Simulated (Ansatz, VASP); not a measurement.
One calculation of NaCaI3, two programs

```xyz
5
Lattice="6.3097 0.0000 0.0000 0.0000 6.3097 0.0000 0.0000 0.0000 6.0638" Properties=species:S:1:pos:R:3 pbc="T T T"
Na    0.0000    0.0000    0.0000
Ca    3.1548    3.1548    3.0319
I     3.1548    3.1548    0.0000
I     3.1548    0.0000    3.0319
I     0.0000    3.1548    3.0319
```

Change from the starting cell: epitaxial_xy strain +3.0%.

Alike in both runs: task single point; functional r2SCAN; k mesh 4 × 4 × 4; no spin polarisation.

|  | VASP | Ansatz |
| --- | --- | --- |
| version | VASP 6.6.1 | Ansatz 0.2.0 |
| potentials or method | VASP PAW PBE potentials, release 64 (Na_pv, Ca_sv, I) | plane waves, PAW |
| plane-wave cutoff (eV) | 520 | 500 |
| occupations | gaussian, width 0.01 eV | fixed |
| valence electrons in the cell | 38 | 70 |

Ansatz gave:

```
gap on the k mesh at the Fermi level (eV)                     : 3.08
pressure (GPa)                                                : -0.7
traceless stress, the component that is largest in VASP (GPa) : 0.68
```

**Question.** Which values does VASP return?

**Answer.** gap on the k mesh at the Fermi level (eV): 3.08; pressure (GPa): -0.6; traceless stress, the component that is largest in VASP (GPa): 0.70.

VASP's potentials were made for PBE, not for r2SCAN. VASP's potentials hold 38 valence electrons a cell and Ansatz's 70, so a difference there can come from the potentials and not from the codes.

Neither program's run includes spin-orbit coupling.
